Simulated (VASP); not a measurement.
Wanted: the native input for a VASP 6.6.1 run.

```yaml
Task: single point
Functional: PBE
Potentials_or_basis: VASP PAW PBE potentials, release 64 (Yb, Se)
Cutoff: 520 eV
k_mesh: 8 × 8 × 8
Occupations: gaussian, width 0.1 eV
Spin: no spin polarisation
Dipole_correction: no
Further_INCAR_settings: ALGO = Normal; EDIFF = 1e-06; NBANDS = 32
```

The structure of YbSe4 lies in POSCAR:

```
YbSe4
1.0
    5.3333263243      0.0000000000      0.0000000000
    0.0000000000      5.3333263243      0.0000000000
    0.0000000000      0.0000000000      5.3333263243
Yb Se
1 4
Direct
    0.5000000000      0.5000000000      0.5000000000
    0.0000000000      0.0000000000      0.0000000000
    0.5000000000      0.5000000000      0.0000000000
    0.5000000000      0.0000000000      0.5000000000
    0.0000000000      0.5000000000      0.5000000000
```

The input as run:

INCAR

```
PREC     = Accurate       # precision mode
ENCUT    = 520            # plane-wave cutoff, eV
EDIFF    = 1E-6           # SCF threshold, eV
ISMEAR   = 0              # smearing method
SIGMA    = 0.1            # smearing width, eV
LREAL    = F              # projectors in reciprocal space
LASPH    = T              # aspherical terms in the spheres
NELM     = 100            # most SCF steps
ALGO     = Normal         # electronic algorithm
ISIF     = 2              # what is computed and relaxed
LWAVE    = F              # write WAVECAR
LCHARG   = F              # write CHGCAR
GGA      = PE             # functional
NBANDS   = 32             # bands
```

KPOINTS

```
regular mesh
0
Gamma
  8 8 8
```

Potentials or basis: VASP PAW PBE potentials, release 64 (Yb, Se).

The run is started by

```bash
$ cat potpaw_PBE.64/Yb/POTCAR potpaw_PBE.64/Se/POTCAR > POTCAR
$ mpirun -np 1 vasp_std > vasp.out
```

Results of the run:

```yaml
Pressure: 0.4 GPa
Band_gap_on_the_k_mesh: zero (band 24 reaches 1.11 eV, above the bottom of band 25 at 0.68 eV)
```

Caveat: spin-orbit coupling is left out, which moves the levels of the heavy elements; without U or exact exchange the open f shell lies at the Fermi level, which spoils levels, moments and volumes.

Wall time 6.3 min on 1 thread of Intel(R) Xeon(R) Platinum 8488C (Sapphire Rapids), on a shared host, peak memory 0.37 GiB.
